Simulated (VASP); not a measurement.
# H4C in VASP: a series of runs, part 2 of 3

VASP 6.6.1.

## (4) Single point, PBE+D3(BJ)

Input file INCAR:

```
SYSTEM = H4C
PREC = Accurate
ENCUT = 520
EDIFF = 1E-6
ISMEAR = -1
SIGMA = 0.05
LREAL = Auto
LASPH = .TRUE.
NELM = 100
ALGO = Normal
ISIF = 2
LWAVE = .FALSE.
LCHARG = .FALSE.
GGA = PE
IVDW = 12
NBANDS = 58
```

Input file KPOINTS:

```
Automatic mesh
0
G
  1 1 1
  0 0 0
```

Input file POSCAR:

```
H4C
1.0
    7.8729940000      0.0000000000      0.0000000000
    0.0000000000      7.8729940000      0.0000000000
    0.0000000000      0.0000000000      7.8729940000
H C
32 8
Direct
   -0.0643592514      0.8458281564      0.5453071601
    0.0061984043      0.7681321744      0.5573737259
    0.3098440060      0.1464627053      1.1458918932
    0.2279691817      0.1438588674      1.1714857143
    0.9708250762      0.2521658215      0.2742412861
    0.8918208245      0.2103011891      0.2731489444
    0.3248700558      0.4479236235      0.8268518940
    0.2523944512      0.4078245201      0.7887596510
    0.8320341664      0.5581993331      0.7472887697
    0.7469204219      0.3719169607      0.8674590632
    0.9183291642      0.4825356148      0.9458409342
    0.8983367700      0.1933063838      0.6844537161
    1.0740005645      0.3203736723      0.6200817630
    1.0508708631      0.2265084922      0.8342569549
    0.7004450912     -0.1991872469      0.8599650908
    0.5515690727     -0.1850503125      0.7103777800
    0.7341679671     -0.0681062376      0.6849236771
    0.5262292846      0.1123333766      0.7530553180
    0.4777089885     -0.0164994410      0.9584409692
    0.6592917510      0.1193954930      0.9292398800
    0.9152426637      0.8132357271      0.2973582858
    0.7754483237      0.6419412996      0.1961642547
    0.8313863824      0.8448882344      0.1050299289
    0.5451166354      0.8999371776      0.2419790997
    0.5756895026      0.7997592784      0.3920490731
    0.7250735870      0.9818501068      0.3650199657
    0.1637369468      0.6069355572      0.4249590435
    0.3519245664      0.6782426101      0.5407218652
    0.3196750817      0.7506293032      0.3524707373
    0.5374448399      0.4844662653      0.3721836953
    0.3625812493      0.3626447575      0.3639657289
    0.3756004387      0.4991620723      0.2020451178
    0.8791699829      0.4348282242      0.8175542875
    0.9848858008      0.2975234072      0.7318562671
    0.6451675182     -0.1008637883      0.7832598374
    0.5682590384      0.0374825638      0.8689451561
    0.7988066547      0.7846570187      0.2204625077
    0.6665951987      0.8697199566      0.3111268724
    0.3004574880      0.6294682811      0.4253273913
    0.3960246890      0.4858126400      0.3311700733
```

Potentials or basis: VASP PAW PBE potentials, release 64 (H, C).

Command:

```console
$ cat potpaw_PBE.64/H/POTCAR potpaw_PBE.64/C/POTCAR > POTCAR
$ mpirun -np 1 vasp_gam > vasp.out
```

OUTCAR:

```text
SYSTEM = H4C
   PREC = Accurate
   ENCUT = 520
   EDIFF = 1E-6
   ISMEAR = -1
   LREAL = Auto
   LASPH = .TRUE.
   NELM = 100
   ISIF = 2
   GGA = PE
   IVDW = 12
 IVDW          = 12

 ion  position               nearest neighbor table
   1  0.936  0.846  0.545-   2 0.83
   2  0.006  0.768  0.557-   1 0.83
   3  0.310  0.146  0.146-   4 0.68
   4  0.228  0.144  0.171-   3 0.68
   5  0.971  0.252  0.274-   6 0.70
[... 335 lines left out ...]
  -------------------------------------------------------------------------------------
  Total       2.76513     1.04190     5.57237    -3.93885     1.54718    -2.02768
  in kB       9.07834     3.42072    18.29495   -12.93184     5.07964    -6.65719
  external pressure =       10.26 kB  Pullay stress =        0.00 kB

 VOLUME and BASIS-vectors are now :
 -----------------------------------------------------------------------------
  energy-cutoff  :      520.00
  volume of cell :      488.00
      direct lattice vectors                 reciprocal lattice vectors
     7.872994000  0.000000000  0.000000000     0.127016482  0.000000000  0.000000000
     0.000000000  7.872994000  0.000000000     0.000000000  0.127016482  0.000000000
     0.000000000  0.000000000  7.872994000     0.000000000  0.000000000  0.127016482

 POSITION                                       TOTAL-FORCE (eV/Angst)
 -----------------------------------------------------------------------------------
      7.36629      6.65920      4.29320         1.314453     -1.372166      0.374348
      0.04880      6.04750      4.38820        -1.211431      1.441086     -0.106720
      2.43940      1.15310      1.14861         3.102961      0.079457     -0.999704
      1.79480      1.13260      1.35011        -3.129571     -0.134806      0.957698
      7.64330      1.98530      2.15910         1.633521      0.882075      0.025060
      7.02130      1.65570      2.15050        -1.649115     -0.853735     -0.036480
[... 32 lines left out ...]
      2.36550      4.95580      3.34860         0.278071      0.717817     -2.038066
      3.11790      3.82480      2.60730         2.330521      1.790815      2.969347
 -----------------------------------------------------------------------------------
    total drift:                                0.010795     -0.000004     -0.009057

  FREE ENERGIE OF THE ION-ELECTRON SYSTEM (eV)
  ---------------------------------------------------
  free  energy   TOTEN  =      -186.9792986484 eV

  energy  without entropy=     -186.9792986484  energy(sigma->0) =     -186.97929865
```

stdout:

```text
POSCAR found type information on POSCAR H C
 POSCAR found :  2 types and      40 ions
 scaLAPACK will be used
 LDA part: xc-table for (Slater+PW92), standard interpolation
 POSCAR, INCAR and KPOINTS ok, starting setup
 FFT: planning ... GRIDC
 FFT: planning ... GRID_SOFT
 FFT: planning ... GRID
 WAVECAR not read
 entering main loop
```

It took 32 s on 1 thread of Intel Xeon 6975P-C (Granite Rapids), shared host; peak memory 0.49 GiB.

Results:

```
Free energy                : -186.9793 eV
Pressure                   : 1.0 GPa
Largest force              : 4.866 eV/Å
Band gap on the k mesh     : 6.16 eV
Dispersion energy per atom : -0.028 eV
```

Forces in eV/Å, atoms in the order of the input:
```
H    1.314 -1.372  0.374
H   -1.211  1.441 -0.107
H    3.103  0.079 -1.000
H   -3.130 -0.135  0.958
H    1.634  0.882  0.025
H   -1.649 -0.854 -0.036
H    1.086  0.603  0.550
H   -0.793 -0.436 -0.420
H    0.912 -1.891  0.454
H    1.978  0.902 -1.181
H    0.739 -0.180 -0.798
H    0.286  0.772 -0.035
H   -0.718  0.395  1.189
H    0.332  0.300 -0.381
H    0.798 -0.327  0.790
H    0.262  0.928  0.409
H    0.672  0.331 -0.344
H   -0.939  0.134  1.509
H   -0.670  0.790  0.076
H    0.462  0.340  0.743
H   -0.218 -1.179 -0.451
H    0.546  1.445  0.298
H   -0.010  0.518 -1.592
H    1.021  0.938 -1.046
H    1.612 -0.477  1.325
H   -0.761  0.595  0.673
H   -0.142  0.013  0.393
H    0.134 -0.665  1.494
H   -0.440 -0.599 -0.275
H   -1.262  0.401 -0.969
H   -1.130 -1.982  0.792
H    0.130  0.215 -2.361
C   -3.486  1.204  1.126
C   -0.286 -1.647 -0.496
C    0.398 -4.274 -2.291
C   -1.089  2.051 -0.864
C    2.034 -2.812  0.038
C   -4.128  1.042  0.498
C    0.278  0.718 -2.038
C    2.331  1.791  2.969
```

Stress tensor (GPa, compression positive):
```
 0.91 -1.29 -0.67
-1.29  0.34  0.51
-0.67  0.51  1.83
```

Caveat: the k points lie up to 0.80 Å⁻¹ apart.

(Part 2 of 3 ends here.)
